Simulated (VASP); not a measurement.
Input of a VASP 6.6.1 run:

The input INCAR:

```
SYSTEM = W
ALGO = Fast
EDIFF = 1E-6
ENCUT = 520
GGA = PS
ISIF = 2
ISMEAR = 0
LASPH = .TRUE.
LCHARG = .FALSE.
LREAL = .FALSE.
LWAVE = .FALSE.
NBANDS = 13
NELM = 60
PREC = Accurate
SIGMA = 0.15
```

The input KPOINTS:

```
k-points
0
G
  20 20 20
  0 0 0
```

POSCAR

```
W
1.0
   -1.5573675000      1.5573675000      1.5973000000
    1.5573675000     -1.5573675000      1.5973000000
    1.5573675000      1.5573675000     -1.5973000000
W
1
Direct
    0.0000000000      0.0000000000      0.0000000000
```

Potentials or basis: VASP PAW PBE potentials, release 64 (W_sv).

Run with:

```bash
$ cat potpaw_PBE.64/W_sv/POTCAR > POTCAR
$ mpirun -np 1 vasp_std > vasp.out
```

(1) What does it give for the pressure?

(2) Predict the band gap on the k mesh.

Answers

(1) 5.0 GPa.

(2) zero (bands 7 and 8 overlap by 6.35 eV).

Caveat: the cell differs from its parent crystal (strain -0.025 along x and y, +0.000 along z); the stress differs along the axes, from -1 to 8 GPa; the PAW data sets were made with another functional, which shifts forces and pressure a little; spin-orbit coupling is left out, which moves the levels of the heavy elements.
